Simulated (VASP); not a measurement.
# P (Cmmm) in VASP: a series of runs, part 2 of 2

VASP 6.6.1. Earlier steps stand in the parts before.

**3. Single point, PBEsol (strain +0.0050 x Voigt [0, 0, 0, 0, 0, 1])**

INCAR

```
SYSTEM = P
ALGO     = Normal         ! electronic algorithm
EDIFF    = 1E-6           ! SCF threshold, eV
ENCUT    = 520            ! plane-wave cutoff, eV
GGA      = PS             ! functional
ISIF     = 2              ! what is computed and relaxed
ISMEAR   = 0              ! smearing method
LASPH    = .TRUE.         ! aspherical terms in the spheres
LCHARG   = .FALSE.        ! write CHGCAR
LREAL    = .FALSE.        ! projectors in reciprocal space
LWAVE    = .FALSE.        ! write WAVECAR
NBANDS   = 8              ! bands
NELM     = 100            ! most SCF steps
PREC     = Accurate       ! precision mode
SIGMA    = 0.15           ! smearing width, eV
```

KPOINTS

```
k-points
0
G
  12 12 12
  0 0 0
```

POSCAR

```
P
1.0
    4.2729048574      0.0106822621      0.0000000000
    0.0106822621      4.2729048574      0.0000000000
    0.0000000000      0.0000000000      4.3780000000
P
1
Direct
    0.0000000000      0.0000000000      0.0000000000
```

Potentials or basis: VASP PAW PBE potentials, release 64 (P).

Started as:

```console
> cat potpaw_PBE.64/P/POTCAR > POTCAR
> mpirun -np 1 vasp_std > vasp.out
```

OUTCAR:

```text
SYSTEM = P
   EDIFF = 1E-6
   ENCUT = 520
   GGA = PS
   ISIF = 2
   ISMEAR = 0
   LASPH = .TRUE.
   LREAL = .FALSE.
   NELM = 100
   PREC = Accurate

 ion  position               nearest neighbor table
   1  0.000  0.000  0.000-

  LATTYP: Found a base centered orthorhombic cell.
 ALAT       =     6.0276930001
 B/A-ratio  =     1.0050125313
 C/A-ratio  =     0.7263143627

  Lattice vectors:

 A1 = (  -0.0106822621,  -4.2729048574,   0.0000000000)
 A2 = (   4.2729048574,   0.0106822621,   0.0000000000)
 A3 = (   0.0000000000,   0.0000000000,   4.3780000000)

Analysis of symmetry for initial positions (statically):
=====================================================================
 Subroutine PRICEL returns:
 Original cell was already a primitive cell.

 Routine SETGRP: Setting up the symmetry group for a
 base centered orthorhombic supercell.

 Subroutine GETGRP returns: Found  8 space group operations
 (whereof  8 operations were pure point group operations)
 out of a pool of  8 trial point group operations.

The static configuration has the point symmetry D_2h.

[... 154 lines left out ...]
  free energy    TOTEN  =        -1.18868203 eV

  energy without entropy =       -1.15061444  energy(sigma->0) =       -1.16964823

 E-fermi :  -3.0797     XC(G=0):  -5.0519

 val. band max:       -3.0802895750   @ k =  -0.3333   0.2500   0.1667
 cond. band min:      -3.0789802516   @ k =  -0.2500   0.2500   0.3333
 fundamental gap:      0.0013093234
 Fermi energy:        -3.0796608265

 k-point     1 :       0.0000    0.0000    0.0000
  band No.  band energies     occupation
      1     -11.8104      2.00000
      2      -2.6316      0.00002
      3      -2.5255      0.00000
      4      -2.5205      0.00000
      5       1.5516      0.00000
      6       4.3608      0.00000
      7       4.4434      0.00000
      8       8.9630      0.00000
[... 243 lines left out ...]
 k-point    24 :      -0.4167    0.1667    0.0000
  band No.  band energies     occupation
      1     -11.6118      2.00000
      2      -3.7684      2.00000
      3      -2.7556      0.00225
      4      -2.4565      0.00000
      5       3.5163      0.00000
      6       4.3701      0.00000
      7       5.5012      0.00000
      8       6.5226      0.00000

 [... further k-points ...]
[... 5 lines left out ...]
  --------------------------------------------------------------------------------------
  -------------------------------------------------------------------------------------
  Total       -1.9912039     -1.9912039     -1.7828664     -0.0101718      0.0000000      0.0000000
  in kB      -39.9123058    -39.9123058    -35.7363252     -0.2038863      0.0000000      0.0000000
  external PRESSURE =     -38.5203123 kB  Pullay stress =       0.0000000 kB

 VOLUME and BASIS-vectors are now :
 -----------------------------------------------------------------------------
  energy-cutoff  :      520.00
  volume of cell :       79.93
      direct lattice vectors                 reciprocal lattice vectors
     4.272904857  0.010682262  0.000000000     0.234034289 -0.000585086  0.000000000
     0.010682262  4.272904857  0.000000000    -0.000585086  0.234034289  0.000000000
     0.000000000  0.000000000  4.378000000     0.000000000  0.000000000  0.228414801

 POSITION                                       TOTAL-FORCE (eV/Angst)
 -----------------------------------------------------------------------------------
      0.00000      0.00000      0.00000         0.000000      0.000000      0.000000
 -----------------------------------------------------------------------------------
    total drift:                                0.000000      0.000000      0.000000

  FREE ENERGIE OF THE ION-ELECTRON SYSTEM (eV)
  ---------------------------------------------------
  free  energy   TOTEN  =        -1.1886820276 eV

  energy  without entropy=       -1.1506144397  energy(sigma->0) =       -1.16964823
```

OSZICAR:

```text
N       E                     dE             d eps       ncg     rms          rms(c)
DAV:   1     0.817302634519E+01    0.81730E+01   -0.12715E+03  4816   0.357E+02
DAV:   2    -0.738452016236E+00   -0.89115E+01   -0.87607E+01  6600   0.459E+01
DAV:   3    -0.120300727515E+01   -0.46456E+00   -0.44736E+00  5984   0.108E+01
DAV:   4    -0.120775949865E+01   -0.47522E-02   -0.47463E-02  8392   0.125E+00
DAV:   5    -0.120776839921E+01   -0.89006E-05   -0.88999E-05  6608   0.355E-02    0.603E-01
DAV:   6    -0.119120748470E+01    0.16561E-01   -0.29230E-02  5856   0.643E-01    0.324E-01
DAV:   7    -0.118764633957E+01    0.35611E-02   -0.28421E-02  6416   0.663E-01    0.157E-01
DAV:   8    -0.118860720661E+01   -0.96087E-03   -0.11461E-03  5968   0.163E-01    0.303E-02
DAV:   9    -0.118862322045E+01   -0.16014E-04   -0.12847E-05  8488   0.205E-02    0.965E-03
DAV:  10    -0.118867668890E+01   -0.53468E-04   -0.69080E-05  5280   0.359E-02    0.236E-03
DAV:  11    -0.118868198918E+01   -0.53003E-05   -0.11166E-05  5688   0.135E-02    0.170E-03
DAV:  12    -0.118868202764E+01   -0.38457E-07   -0.36290E-07  7040   0.264E-03
   1 F= -.11886820E+01 E0= -.11696482E+01  d E =-.380676E-01
```

stdout:

```text
POSCAR found type information on POSCAR P
 POSCAR found :  1 types and       1 ions
 scaLAPACK will be used
 -----------------------------------------------------------------------------
|                                                                             |
|                                                                             |
|     You enforced a specific xc type in the INCAR file but a different       |
|     I HOPE YOU KNOW WHAT YOU ARE DOING!                                     |
|                                                                             |
 -----------------------------------------------------------------------------

 LDA part: xc-table for (Slater+PW92), standard interpolation
 POSCAR, INCAR and KPOINTS ok, starting setup
 FFT: planning ... GRIDC
 FFT: planning ... GRID_SOFT
 FFT: planning ... GRID
 WAVECAR not read
 entering main loop
```

Wall time 1.8 min (1 thread of Intel Xeon Platinum 8488C (Sapphire Rapids), shared host); peak memory 0.29 GiB.

Results:

- Free energy: -1.1887 eV
- Pressure: -3.9 GPa

Stress tensor (GPa, compression positive):
```
-3.99 -0.02  0.00
-0.02 -3.99  0.00
 0.00  0.00 -3.57
```

Caveat: the cell differs from its parent crystal (strain +0.0050 x Voigt [0, 0, 0, 0, 0, 1]); the PAW data sets were made with another functional, which shifts forces and pressure a little.
